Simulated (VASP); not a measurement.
# Be8Te7 (a cell with a defect) in VASP: notebook

The runs below take Be8Te7 (a cell with a defect) through single point, with PBEsol.

Program: VASP 6.6.1. These are calculated values, not measurements. Logs are shortened: lines on timing, memory, paths and dates and some standing lists are left out, and cuts for length are marked.

### 1 The cell of the first run

The cell holds a defect, 15 atoms: a = 7.928 Å, b = 7.928 Å, c = 7.928 Å, α = 60.00°, β = 60.00°, γ = 60.00°.

### 2 Single point, PBEsol

INCAR

```
  PREC = Accurate
  ENCUT = 520
  EDIFF = 1E-6
  ISMEAR = 0
  SIGMA = 0.05
  LREAL = Auto
  LASPH = True
  NELM = 60
  ALGO = Normal
  ISIF = 2
  LWAVE = False
  LCHARG = False
  GGA = PS
  NBANDS = 42
  NELECT = 56.0
```

KPOINTS

```
Automatic mesh
0
Gamma
  4 4 4
```

POSCAR

```
Be8Te7
1.0
    5.6057266001     -5.6057266001      0.0000000000
    5.6057266001      0.0000000000      5.6057266001
    0.0000000000     -5.6057266001      5.6057266001
Be Te
8 7
Direct
    0.5691064206     -0.0230355508      0.4769645740
    0.5034968170     -0.0104906115      0.0034968705
    0.5034969062      0.5034969062      0.4895094242
    0.5034969062      0.5034969062      0.0034967813
    0.9769646097     -0.0230354616      0.4769644848
    0.9769646097     -0.0230354616      0.0691063849
    0.9769645205      0.5691064206      0.4769645740
    0.9895094598      0.5034968170      0.0034968705
    0.1305524782      0.1305524782      0.1194475842
    0.1305524782      0.6194475307      0.6305524247
    0.1305524782      0.6194475307      0.1194475842
    0.6194475307      0.1305524782      0.6305524247
    0.6194475307      0.1305524782      0.1194475842
    0.6194475307      0.6194475307      0.6305524247
    0.6249999777      0.6249999777      0.1250000312
```

Potentials or basis: VASP PAW PBE potentials, release 64 (Be, Te).

Command:

```console
cat potpaw_PBE.64/Be/POTCAR potpaw_PBE.64/Te/POTCAR > POTCAR
mpirun -np 1 vasp_std > vasp.out
```

OUTCAR:

```text
PREC = Accurate
   ENCUT = 520
   EDIFF = 1E-6
   ISMEAR = 0
   LREAL = Auto
   LASPH = True
   NELM = 60
   ISIF = 2
   GGA = PS
   NELECT = 56.0

 ion  position               nearest neighbor table
   1  0.569  0.977  0.477-  14 2.36  13 2.36  12 2.36
   2  0.503  0.990  0.003-  15 2.36   9 2.42  12 2.42  13 2.42
   3  0.503  0.503  0.490-  15 2.36  14 2.42  10 2.42  12 2.42
   4  0.503  0.503  0.003-  15 2.36  14 2.42  11 2.42  13 2.42
   5  0.977  0.977  0.477-   9 2.36  10 2.36  12 2.36
   6  0.977  0.977  0.069-   9 2.36  11 2.36  13 2.36
   7  0.977  0.569  0.477-  10 2.36  11 2.36  14 2.36
   8  0.990  0.503  0.003-  15 2.36   9 2.42  10 2.42  11 2.42
   9  0.131  0.131  0.119-   5 2.36   6 2.36   8 2.42   2 2.42
  10  0.131  0.619  0.631-   7 2.36   5 2.36   3 2.42   8 2.42
  11  0.131  0.619  0.119-   6 2.36   7 2.36   4 2.42   8 2.42
  12  0.619  0.131  0.631-   1 2.36   5 2.36   3 2.42   2 2.42
  13  0.619  0.131  0.119-   1 2.36   6 2.36   4 2.42   2 2.42
  14  0.619  0.619  0.631-   1 2.36   7 2.36   3 2.42   4 2.42
  15  0.625  0.625  0.125-   4 2.36   3 2.36   2 2.36   8 2.36

  LATTYP: Found a face centered cubic cell.
 ALAT       =    11.2114532002

  Lattice vectors:

 A1 = (   5.6057266001,  -5.6057266001,   0.0000000000)
 A2 = (   5.6057266001,   0.0000000000,   5.6057266001)
 A3 = (   0.0000000000,  -5.6057266001,   5.6057266001)

Analysis of symmetry for initial positions (statically):
=====================================================================
 Subroutine PRICEL returns:
 Original cell was already a primitive cell.

 Routine SETGRP: Setting up the symmetry group for a
 face centered cubic supercell.

 Subroutine GETGRP returns: Found 24 space group operations
 (whereof  6 operations were pure point group operations)
 out of a pool of 48 trial point group operations.

The static configuration has the point symmetry C_3v.
 The point group associated with its full space group is T_d .

Analysis of symmetry for dynamics (positions and initial velocities):
=====================================================================
 Subroutine PRICEL returns:
 Original cell was already a primitive cell.

 Routine SETGRP: Setting up the symmetry group for a
 face centered cubic supercell.

 Subroutine GETGRP returns: Found 24 space group operations
 (whereof  6 operations were pure point group operations)
 out of a pool of 48 trial point group operations.

The dynamic configuration has the point symmetry C_3v.
 The point group associated with its full space group is T_d .

 Subroutine INISYM returns: Found 24 space group operations
 (whereof  6 operations are pure point group operations),
 and found     1 'primitive' translations

----------------------------------------------------------------------------------------

                                     Primitive cell

  volume of cell :     352.3106

  direct lattice vectors                    reciprocal lattice vectors
     5.605726600 -5.605726600  0.000000000     0.089194503 -0.089194503 -0.089194503
     5.605726600  0.000000000  5.605726600     0.089194503  0.089194503  0.089194503
     0.000000000 -5.605726600  5.605726600    -0.089194503 -0.089194503  0.089194503

  length of vectors
     7.927694585  7.927694585  7.927694585     0.154489412  0.154489412  0.154489412

  position of ions in fractional coordinates (direct lattice)
     0.569106421  0.976964449  0.476964574
     0.503496817  0.989509388  0.003496871
     0.503496906  0.503496906  0.489509424
     0.503496906  0.503496906  0.003496781
     0.976964610  0.976964538  0.476964485
     0.976964610  0.976964538  0.069106385
     0.976964520  0.569106421  0.476964574
     0.989509460  0.503496817  0.003496871
     0.130552478  0.130552478  0.119447584
     0.130552478  0.619447531  0.630552425
     0.130552478  0.619447531  0.119447584
     0.619447531  0.130552478  0.630552425
     0.619447531  0.130552478  0.119447584
     0.619447531  0.619447531  0.630552425
     0.624999978  0.624999978  0.125000031

  ion indices of the primitive-cell ions
   primitive index   ion index
                 1           1
[... 26 lines left out ...]
     0.022298626 -0.022298626 -0.022298626     0.250000000  0.000000000  0.000000000
     0.022298626  0.022298626  0.022298626     0.000000000  0.250000000  0.000000000
    -0.022298626 -0.022298626  0.022298626     0.000000000  0.000000000  0.250000000

  Length of vectors
     0.038622353  0.038622353  0.038622353

  Shift w.r.t. Gamma in fractional coordinates (k-lattice)
     0.000000000  0.000000000  0.000000000

 Subroutine IBZKPT returns following result:
 ===========================================

 Found      8 irreducible k-points:

 Following reciprocal coordinates:
            Coordinates               Weight
  0.000000  0.000000  0.000000      1.000000
  0.250000  0.000000  0.000000      8.000000
  0.500000  0.000000  0.000000      4.000000
  0.250000  0.250000  0.000000      6.000000
  0.500000  0.250000  0.000000     24.000000
 -0.250000  0.250000  0.000000     12.000000
  0.500000  0.500000  0.000000      3.000000
 -0.250000  0.500000  0.250000      6.000000
   k-points           NKPTS =      8   k-points in BZ     NKDIM =      8   number of bands    NBANDS=     42
   number of dos      NEDOS =    301   number of ions     NIONS =     15
   total plane-waves  NPLWV = 216000
   dimension x,y,z NGX =    60 NGY =   60 NGZ =   60
   dimension x,y,z NGXF=   120 NGYF=  120 NGZF=  120
   ions per type =               8   7
   NGX,Y,Z   is equivalent  to a cutoff of  12.58, 12.58, 12.58 a.u.
   NGXF,Y,Z  is equivalent  to a cutoff of  25.16, 25.16, 25.16 a.u.
 SYSTEM =  unknown system
   PREC   = accura    normal or accurate (medium, high low for compatibility)
   ISTART =      0    job   : 0-new  1-cont  2-samecut
   ICHARG =      2    charge: 1-file 2-atom 10-const
   ISPIN  =      1    spin polarized calculation?
   LNONCOLLINEAR =      F non collinear calculations
   LSORBIT =      F    spin-orbit coupling
   LASPH  =      T    aspherical Exc in radial PAW
   ENCUT  =  520.0 eV  38.22 Ry    6.18 a.u.  14.74 14.74 14.74*2*pi/ulx,y,z
   NELM   =     60;   NELMIN=  2; NELMDL= -5     # of ELM steps
   EDIFF  = 0.1E-05   stopping-criterion for ELM
   LREAL  =      T    real-space projection
   EDIFFG = 0.1E-04   stopping-criterion for IOM
   NSW    =      0    number of steps for IOM
   IBRION =     -1    ionic relax: 0-MD 1-quasi-New 2-CG
   NFREE  =      0    steps in history (QN), initial steepest desc. (CG)
   ISIF   =      2    stress and relaxation
   ISYM   =      2    0-nonsym 1-usesym 2-fastsym
   POTIM  = 0.5000    time-step for ionic-motion
   TEBEG  =    0.0;   TEEND  =   0.0 temperature during run
   PSTRESS=    0.0 pullay stress
   NELECT =      56.0000    total number of electrons
   NUPDOWN=      -1.0000    fix difference up-down
   EMIN   =  10.00;   EMAX   =-10.00  energy-range for DOS
   EFERMI =   0.00;   METHOD = LEGACY
   ISMEAR =     0;   SIGMA  =   0.05  broadening in eV -4-tet -1-fermi 0-gaus
   EFERMI_NEDOS =   21; number of points for ismear=-14 and -15
   IALGO  =     38    algorithm
   IMIX   =      4    mixing-type and parameters
     AMIX     =   0.40;   BMIX     =  1.00
     AMIX_MAG =   1.60;   BMIX_MAG =  1.00
  volume/ion in A,a.u.               =      23.49       158.50
  Fermi-wavevector in a.u.,A,eV,Ry     =   0.886807  1.675822 10.699975  0.786426
  Thomas-Fermi vector in A             =   2.008022
   LORBIT       =      0    0 simple, 1 ext, 2 COOP (PROOUT), +10 PAW based schemes
   GGA     = PS    functional components
   LHFCALC =     F    Hartree Fock is set to
   AEXX    =    0.0000 exact exchange contribution
   IVDW    =     0    specifies the selected vdW correction
   LEPSILON=     F    determine dielectric tensor
   LRPA    =     F    only Hartree local field effects (RPA)
 non-spin polarized calculation
 Gauss-broadening in eV      SIGMA  =   0.05
  energy-cutoff  :      520.00
  volume of cell :      352.31
 maximum number of plane-waves:      9528
 NGX is ok and might be reduce to    60
   NGX = 29   NGY = 29   NGZ = 29

 number of electron      56.0000000 magnetization

 Free energy of the ion-electron system (eV)
  ---------------------------------------------------
  ext. energy  EPLUGINS =         0.00000000
  ---------------------------------------------------
  free energy    TOTEN  =       -68.03088589 eV

  energy without entropy =      -68.03088588  energy(sigma->0) =      -68.03088589

 E-fermi :   3.9808     XC(G=0):  -8.5243

 val. band max:        3.8056906552   @ k =   0.0000   0.0000   0.0000
 cond. band min:       4.1481712885   @ k =   0.0000   0.0000   0.0000
 fundamental gap:      0.3424806333
 Fermi energy:         3.9807796811

 k-point     1 :       0.0000    0.0000    0.0000
  band No.  band energies     occupation
      1      -8.0374      2.00000
      2      -6.8649      2.00000
      3      -6.8649      2.00000
      4      -6.8649      2.00000
      5      -6.3923      2.00000
      6      -6.3599      2.00000
[... 333 lines left out ...]
     39       8.6607      0.00000
     40       8.9540      0.00000
 [bands above 40 left out]

------------------------ aborting loop because EDIFF is reached ----------------------------------------

  FORCE on cell =-STRESS in cart. coord.  units (eV):
  Direction    XX          YY          ZZ          XY          YZ          ZX
  --------------------------------------------------------------------------------------
  -------------------------------------------------------------------------------------
  Total      -13.5306323    -13.5306323    -13.5306323     -0.0000000     -0.0000000     -0.0000000
  in kB      -61.5322705    -61.5322705    -61.5322705     -0.0000000     -0.0000000     -0.0000000
  external PRESSURE =     -61.5322705 kB  Pullay stress =       0.0000000 kB

 VOLUME and BASIS-vectors are now :
 -----------------------------------------------------------------------------
  energy-cutoff  :      520.00
  volume of cell :      352.31
      direct lattice vectors                 reciprocal lattice vectors
     5.605726600 -5.605726600  0.000000000     0.089194503 -0.089194503 -0.089194503
     5.605726600  0.000000000  5.605726600     0.089194503  0.089194503  0.089194503
     0.000000000 -5.605726600  5.605726600    -0.089194503 -0.089194503  0.089194503

 POSITION                                       TOTAL-FORCE (eV/Angst)
 -----------------------------------------------------------------------------------
      8.66685     -5.86399      8.15033        -0.005927      0.005927      0.005927
      8.36938     -2.84207      5.56652         0.006650      0.006650      0.006650
      5.64493     -5.56652      5.56652        -0.006650     -0.006650      0.006650
      5.64493     -2.84207      2.84207        -0.006650      0.006650     -0.006650
     10.95319     -8.15033      8.15033         0.005927     -0.005927      0.005927
     10.95319     -5.86399      5.86399         0.005927      0.005927     -0.005927
      8.66685     -8.15033      5.86399        -0.005927     -0.005927     -0.005927
      8.36938     -5.56652      2.84207         0.006650     -0.006650     -0.006650
      1.46368     -1.40143      1.40143         0.018159     -0.000000     -0.000000
      4.20429     -4.26655      7.00716        -0.000000     -0.018159     -0.000000
      4.20429     -1.40143      4.14204        -0.000000     -0.000000     -0.018159
      4.20429     -7.00716      4.26655        -0.000000     -0.000000      0.018159
      4.20429     -4.14204      1.40143        -0.000000      0.018159     -0.000000
      6.94491     -7.00716      7.00716        -0.018159     -0.000000     -0.000000
      7.00716     -4.20429      4.20429        -0.000000     -0.000000     -0.000000
 -----------------------------------------------------------------------------------
    total drift:                               -0.000004     -0.000506      0.000479

  FREE ENERGIE OF THE ION-ELECTRON SYSTEM (eV)
  ---------------------------------------------------
  free  energy   TOTEN  =       -68.0308858946 eV

  energy  without entropy=      -68.0308858823  energy(sigma->0) =      -68.03088589
```

Wall time 2.2 min (1 thread of Intel Xeon 6975P-C (Granite Rapids), shared host); peak memory 0.49 GiB.

What came out:

- Free energy: -68.0309 eV
- Largest force: 0.018 eV/Å

Forces on the atoms (eV/Å):
```
Be  -0.006  0.006  0.006
Be   0.007  0.007  0.007
Be  -0.007 -0.007  0.007
Be  -0.007  0.007 -0.007
Be   0.006 -0.006  0.006
Be   0.006  0.006 -0.006
Be  -0.006 -0.006 -0.006
Be   0.007 -0.007 -0.007
Te   0.018  0.000  0.000
Te   0.000 -0.018  0.000
Te   0.000  0.000 -0.018
Te   0.000  0.000  0.018
Te   0.000  0.018  0.000
Te  -0.018  0.000  0.000
Te   0.000  0.000  0.000
```

Caveat: the cell carries a net charge on a neutralising background, which shifts energy and pressure; the cell is charged against a uniform background, so pressure and absolute levels hang on convention; the PAW data sets were made with another functional, which shifts forces and pressure a little; spin-orbit coupling is left out, which moves the levels of the heavy elements.

### 3 Single point, PBEsol

INCAR

```
ALGO     = Normal         # electronic algorithm
EDIFF    = 1E-6           # SCF threshold, eV
ENCUT    = 520            # plane-wave cutoff, eV
GGA      = PS             # functional
ISIF     = 2              # what is computed and relaxed
ISMEAR   = 0              # smearing method
LASPH    = True           # aspherical terms in the spheres
LCHARG   = True           # write CHGCAR
LELF     = True           # ELF
LREAL    = Auto         
LVHAR    = True         
LWAVE    = False          # write WAVECAR
NBANDS   = 42             # bands
NELECT   = 56.0         
NELM     = 100            # most SCF steps
PREC     = Accurate       # precision mode
SIGMA    = 0.05           # smearing width, eV
```

KPOINTS

```
k-points
0
Gamma
  4 4 4
```

POSCAR

```
Be8Te7
1.0
    5.6057266001     -5.6057266001      0.0000000000
    5.6057266001      0.0000000000      5.6057266001
    0.0000000000     -5.6057266001      5.6057266001
Be Te
8 7
Direct
    0.4769645740     -0.0230355508      0.4769645740
    0.4769644848     -0.0230354616      0.0691063849
    0.4769645740      0.5691064206      0.4769645740
    0.4895094242      0.5034969062      0.0034967813
    1.0691064562     -0.0230354616      0.4769644848
    1.0034969418     -0.0104906115      0.0034968705
    1.0034968526      0.5034969062      0.4895094242
    1.0034969418      0.5034968170      0.0034968705
    0.1194475842      0.1305524782      0.1194475842
    0.1194475842      0.6194475307      0.6305524247
    0.1250000312      0.6249999777      0.1250000312
    1.1194475663      0.1305523890      0.6305525139
    0.6305524247      0.1305524782      0.1194475842
    0.6305524247      0.6194475307      0.6305524247
    0.6305524247      0.6194475307      0.1194475842
```

Potentials or basis: VASP PAW PBE potentials, release 64 (Be, Te).

Command:

```console
cat potpaw_PBE.64/Be/POTCAR potpaw_PBE.64/Te/POTCAR > POTCAR
mpirun -np 1 vasp_std > vasp.out
```

Run time: 2 min. Hardware: 1 thread of Intel Xeon 6975P-C (Granite Rapids), shared host; peak memory 0.5 GiB.

Results (log left out):

```
Free energy   : -68.0309 eV
Largest force : 0.018 eV/Å
```

Forces in eV/Å, atoms in the order of the input:
```
Be   0.006 -0.006  0.006
Be   0.006  0.006 -0.006
Be  -0.006 -0.006 -0.006
Be   0.007 -0.007 -0.007
Be  -0.006  0.006  0.006
Be   0.007  0.007  0.007
Be  -0.007 -0.007  0.007
Be  -0.007  0.007 -0.007
Te   0.000  0.018  0.000
Te  -0.018  0.000  0.000
Te   0.000  0.000  0.000
Te   0.000  0.000  0.018
Te   0.018  0.000  0.000
Te   0.000 -0.018  0.000
Te   0.000  0.000 -0.018
```

Levels at points of the mesh, in eV from the Fermi level:
```
           k point  band 24  band 25  band 26  band 27  band 28  band 29  band 30  band 31  band 32  band 33
(0.00, 0.00, 0.00)    -0.71    -0.71    -0.18    -0.18    -0.18     0.17     2.25     2.79     2.79     2.94
(0.50, 0.00, 0.00)    -1.55    -1.22    -1.22    -0.46    -0.46     1.09     2.66     3.18     3.23     3.27
(0.50, 0.50, 0.00)    -1.56    -1.48    -1.19    -1.19    -0.75     1.56     2.81     3.03     3.24     3.78
```

Caveat: the cell carries a net charge on a neutralising background, which shifts energy and pressure; the cell is charged against a uniform background, so pressure and absolute levels hang on convention; the PAW data sets were made with another functional, which shifts forces and pressure a little; spin-orbit coupling is left out, which moves the levels of the heavy elements.
